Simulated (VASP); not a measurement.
# TaPb2 (P6/mmm) in VASP: further runs, part 2 of 2

VASP 6.6.1. The steps go on from the part before.

**3. Relaxation of cell and atoms, PBE**

This run uses another cell than the first one, of 25.10 Å³/atom.

INCAR

```
PREC = Accurate ; ENCUT = 600
EDIFF = 1E-6 ; ISMEAR = 0
SIGMA = 0.1 ; LREAL = F
LASPH = T ; NELM = 80
ALGO = Normal ; ISIF = 3
LWAVE = F ; LCHARG = F
GGA = PE ; IBRION = 2
NSW = 90 ; EDIFFG = -0.04
```

KPOINTS

```
regular mesh
0
Gamma
  6 6 6
```

POSCAR

```
TaPb2
1.0
    5.3762446275      0.0000000000      0.0000000000
   -2.6881223137      4.6559644243      0.0000000000
    0.0000000000      0.0000000000      3.0082138519
Ta Pb
1 2
Direct
    0.0000000000      0.0000000000      0.0000000000
    0.3333333333      0.6666666667      0.5000000000
    0.6666666667      0.3333333333      0.5000000000
```

Potentials or basis: VASP PAW PBE potentials, release 64 (Ta_pv, Pb_d).

Command:

```bash
cat potpaw_PBE.64/Ta_pv/POTCAR potpaw_PBE.64/Pb_d/POTCAR > POTCAR
mpirun -np 1 vasp_std > vasp.out
```

OUTCAR:

```text
PREC = Accurate
   ENCUT = 600
   EDIFF = 1E-6
   ISMEAR = 0
   LREAL = F
   LASPH = T
   NELM = 80
   ISIF = 3
   GGA = PE
   IBRION = 2
   NSW = 90
   EDIFFG = -0.04

 ion  position               nearest neighbor table
   1  0.000  0.000  0.000-   2 3.45   3 3.45   2 3.45   3 3.45   2 3.45   2 3.45   3 3.45   3 3.45
                             3 3.45   3 3.45   2 3.45   2 3.45
   2  0.333  0.667  0.500-   3 3.10   3 3.10   3 3.10   1 3.45   1 3.45   1 3.45   1 3.45   1 3.45
                             1 3.45
   3  0.667  0.333  0.500-   2 3.10   2 3.10   2 3.10   1 3.45   1 3.45   1 3.45   1 3.45   1 3.45
                             1 3.45

  LATTYP: Found a hexagonal cell.
 ALAT       =     5.3762446275
 C/A-ratio  =     0.5595381275

  Lattice vectors:

 A1 = (   5.3762446275,   0.0000000000,   0.0000000000)
 A2 = (  -2.6881223137,   4.6559644243,   0.0000000000)
 A3 = (   0.0000000000,   0.0000000000,   3.0082138519)

Analysis of symmetry for initial positions (statically):
=====================================================================
 Subroutine PRICEL returns:
 Original cell was already a primitive cell.

 Routine SETGRP: Setting up the symmetry group for a
 hexagonal supercell.

 Subroutine GETGRP returns: Found 24 space group operations
 (whereof 24 operations were pure point group operations)
 out of a pool of 24 trial point group operations.

The static configuration has the point symmetry D_6h.

Analysis of symmetry for dynamics (positions and initial velocities):
=====================================================================
 Subroutine PRICEL returns:
 Original cell was already a primitive cell.

 Routine SETGRP: Setting up the symmetry group for a
 hexagonal supercell.

[... 178 lines left out ...]
 -----------------------------------------------------------------------------------
      0.00000      0.00000      0.00000         0.000000      0.000000     -0.000000
     -0.00000      3.10398      1.50411         0.000000      0.000000     -0.000000
      2.68812      1.55199      1.50411        -0.000000      0.000000      0.000000
 -----------------------------------------------------------------------------------
    total drift:                               -0.000000      0.000000     -0.000000

  FREE ENERGIE OF THE ION-ELECTRON SYSTEM (eV)
  ---------------------------------------------------
  free  energy   TOTEN  =       -16.4469925810 eV

  energy  without entropy=      -16.4405866399  energy(sigma->0) =      -16.44378961

--------------------------------------- Ionic step        2  -------------------------------------------

 number of electron      38.9999998 magnetization

 Free energy of the ion-electron system (eV)
  ---------------------------------------------------
  ext. energy  EPLUGINS =         0.00000000
  ---------------------------------------------------
  free energy    TOTEN  =       -16.44780102 eV

  energy without entropy =      -16.44155008  energy(sigma->0) =      -16.44467555

 E-fermi :   7.5596     XC(G=0): -11.0771

 val. band max:        7.5277754815   @ k =   0.5000   0.0000   0.5000
 cond. band min:       7.7053834486   @ k =   0.0000   0.0000   0.5000
 fundamental gap:      0.1776079671
 Fermi energy:         7.5595725780

 k-point     1 :       0.0000    0.0000    0.0000
  band No.  band energies     occupation
      1     -27.6034      2.00000
      2     -27.6034      2.00000
      3     -27.1761      2.00000
      4      -9.9930      2.00000
      5      -9.7961      2.00000
      6      -9.4432      2.00000
[... 613 lines left out ...]
     22       8.9297      0.00000
     23       9.4184      0.00000

 [... further k-points ...]

------------------------ aborting loop because EDIFF is reached ----------------------------------------

  FORCE on cell =-STRESS in cart. coord.  units (eV):
  Direction    XX          YY          ZZ          XY          YZ          ZX
  --------------------------------------------------------------------------------------
  -------------------------------------------------------------------------------------
  Total       -0.0158943     -0.0158943      0.1156871     -0.0000000      0.0000000     -0.0000000
  in kB       -0.3380950     -0.3380950      2.4608340     -0.0000000      0.0000000     -0.0000000
  external PRESSURE =       0.5948814 kB  Pullay stress =       0.0000000 kB

 VOLUME and BASIS-vectors are now :
 -----------------------------------------------------------------------------
  energy-cutoff  :      600.00
  volume of cell :       75.32
      direct lattice vectors                 reciprocal lattice vectors
     5.390078690  0.000000000 -0.000000000     0.185526048  0.107113514 -0.000000000
    -2.695039345  4.667945074  0.000000000    -0.000000000  0.214227028 -0.000000000
    -0.000000000  0.000000000  2.993589826     0.000000000  0.000000000  0.334047100

 POSITION                                       TOTAL-FORCE (eV/Angst)
 -----------------------------------------------------------------------------------
     -0.00000      0.00000      2.99359         0.000000     -0.000000     -0.000000
     -0.00000      3.11196      1.49679        -0.000000      0.000000     -0.000000
      2.69504      1.55598      1.49679         0.000000     -0.000000      0.000000
 -----------------------------------------------------------------------------------
    total drift:                               -0.000000      0.000000     -0.000000

  FREE ENERGIE OF THE ION-ELECTRON SYSTEM (eV)
  ---------------------------------------------------
  free  energy   TOTEN  =       -16.4478010186 eV

  energy  without entropy=      -16.4415500794  energy(sigma->0) =      -16.44467555

 reached required accuracy - stopping structural energy minimisation
```

OSZICAR:

```text
N       E                     dE             d eps       ncg     rms          rms(c)
DAV:   1     0.433941549261E+03    0.43394E+03   -0.22032E+04  1288   0.221E+03
DAV:   2     0.143849575995E+02   -0.41956E+03   -0.41617E+03  1309   0.530E+02
DAV:   3    -0.163516919767E+02   -0.30737E+02   -0.30350E+02  1682   0.168E+02
[... 15 lines left out ...]
DAV:   3    -0.164477523082E+02    0.41707E-02   -0.12441E-02  1706   0.924E-01    0.652E-02
DAV:   4    -0.164478044556E+02   -0.52147E-04   -0.11199E-03  1463   0.282E-01    0.471E-02
DAV:   5    -0.164478032339E+02    0.12217E-05   -0.49090E-05  1804   0.628E-02    0.224E-02
DAV:   6    -0.164478011496E+02    0.20842E-05   -0.91358E-06  1576   0.343E-02    0.251E-03
DAV:   7    -0.164478010186E+02    0.13100E-06   -0.25672E-06   980   0.103E-02
   2 F= -.16447801E+02 E0= -.16444676E+02  d E =-.808438E-03
```

Run time: 42 s. Hardware: 1 thread of Intel Xeon 6975P-C (Granite Rapids), shared host; peak memory 0.25 GiB.

Results:

```
Free energy                           : -16.4478 eV
Relaxed volume                        : 25.11 Å³/atom
Relaxed cell                          : a = 5.390 Å, b = 5.390 Å, c = 2.994 Å, α = 90.00°, β = 90.00°, γ = 120.00°
Space group after relaxing (to 0.1 Å) : P6/mmm (No. 191)
Energy gained by relaxing             : 0.3 meV/atom
Ionic steps                           : 2
Pressure after relaxing               : 0.1 GPa
Band gap on the k mesh                : zero (an odd number of electrons rules out a gap without spin polarisation)
```

Step by step:
| step | energy change (eV) | largest force (eV/Å) | pressure (GPa) | volume (Å³) |
| --- | --- | --- | --- | --- |
| 1 | 0.0000 | 0.0000 | 0.01 | 75.30 |
| 2 | -0.0008 | 0.0000 | 0.06 | 75.32 |

Final structure:
```yaml
crystal:
  lattice:
    - [5.39008, 0.00000, 0.00000]
    - [-2.69504, 4.66795, 0.00000]
    - [0.00000, 0.00000, 2.99359]
  atoms:
    - { symbol: Ta, position: [0.00000, 0.00000, 0.00000] }
    - { symbol: Pb, position: [0.33333, 0.66667, 0.50000] }
    - { symbol: Pb, position: [0.66667, 0.33333, 0.50000] }
```

Levels at points of the mesh, in eV from the Fermi level:
| k point | band 17 | band 18 | band 19 | band 20 | band 21 | band 22 | band 23 |
| --- | --- | --- | --- | --- | --- | --- | --- |
| (0.00, 0.00, 0.00) | -3.80 | -2.95 | -0.48 | -0.48 | 1.15 | 2.47 | 2.47 |
| (0.50, 0.00, 0.00) | -3.96 | -1.56 | -0.85 | 0.96 | 2.21 | 2.25 | 2.47 |
| (0.00, 0.00, 0.50) | -1.81 | -1.81 | -0.84 | 0.15 | 0.15 | 0.28 | 0.28 |
| (0.50, 0.00, 0.50) | -3.27 | -2.91 | -0.12 | -0.11 | -0.03 | 0.67 | 2.36 |

Caveat: spin-orbit coupling is left out, which moves the levels of the heavy elements.

**4. Single point, PBE**

This run uses another cell than the first one, of 25.19 Å³/atom.

INCAR

```
SYSTEM = TaPb2
PREC = Accurate
ENCUT = 520
EDIFF = 1E-7
ISMEAR = 0
SIGMA = 0.1
LREAL = .FALSE.
LASPH = .TRUE.
NELM = 60
ALGO = Fast
ISIF = 2
LWAVE = .FALSE.
LCHARG = .FALSE.
GGA = PE
NBANDS = 26
```

KPOINTS

```
Automatic mesh
0
G
  12 12 16
  0 0 0
```

POSCAR

```
TaPb2
1.0
    5.3939228862      0.0000000000      0.0000000000
   -2.6969614431      4.6712742455      0.0000000000
    0.0000000000      0.0000000000      2.9989203539
Ta Pb
1 2
Direct
    0.0000000000      0.0000000000      0.0000000000
    0.3333333333      0.6666666667      0.5000000000
    0.6666666667      0.3333333333      0.5000000000
```

Command:

```bash
cat potpaw_PBE.64/Ta_pv/POTCAR potpaw_PBE.64/Pb_d/POTCAR > POTCAR
mpirun -np 1 vasp_std > vasp.out
```

Run time: 3.7 min. Hardware: 1 thread of Intel Xeon 6975P-C (Granite Rapids), shared host; peak memory 0.42 GiB.

The run converged. Its results:

- Free energy: -16.4195 eV
- Pressure: 0.0 GPa
- Band gap on the k mesh: zero (an odd number of electrons rules out a gap without spin polarisation)

Levels at points of the mesh, in eV from the Fermi level:
```csv
k point,band 17,band 18,band 19,band 20,band 21,band 22,band 23,band 24
"(0.00, 0.00, 0.00)",-3.82,-2.89,-0.51,-0.51,1.12,2.45,2.45,2.79
"(0.50, 0.00, 0.00)",-3.98,-1.53,-0.88,0.91,2.17,2.23,2.46,4.20
"(0.00, 0.00, 0.50)",-1.80,-1.80,-0.88,0.11,0.11,0.23,0.23,3.05
"(0.50, 0.00, 0.50)",-3.31,-2.91,-0.16,-0.10,-0.06,0.62,2.31,2.43
```

Caveat: spin-orbit coupling is left out, which moves the levels of the heavy elements.

**5. Overview**

```tsv
task	cell	k mesh	cutoff (eV)	gap on the mesh (eV)	pressure (GPa)	relaxed volume (Å³/atom)
relaxation of cell and atoms	relaxed from a = 4.283, b = 4.283, c = 4.625 Å, angles 90.0, 90.0, 120.0°, 3 atoms	6 × 6 × 4	600	none	0.0	25.09
relaxation of cell and atoms	relaxed from a = 5.376, b = 5.376, c = 3.008 Å, angles 90.0, 90.0, 120.0°, 3 atoms	6 × 6 × 6	600	none	0.1	25.11
single point	a = 5.394, b = 5.394, c = 2.999 Å, angles 90.0, 90.0, 120.0°, 3 atoms	12 × 12 × 16	520	none	0.0	-
```

Alike in all rows: level PBE; potentials or basis VASP PAW PBE potentials, release 64 (Ta_pv, Pb_d); no spin polarisation; smearing gaussian 0.1 eV.

Caveats: spin-orbit coupling is left out, which moves the levels of the heavy elements; a cell axis changed by over 15 % at a fixed basis, so the end point is rough (at least some runs).

Absolute energies hang on the potentials; compare differences alone.
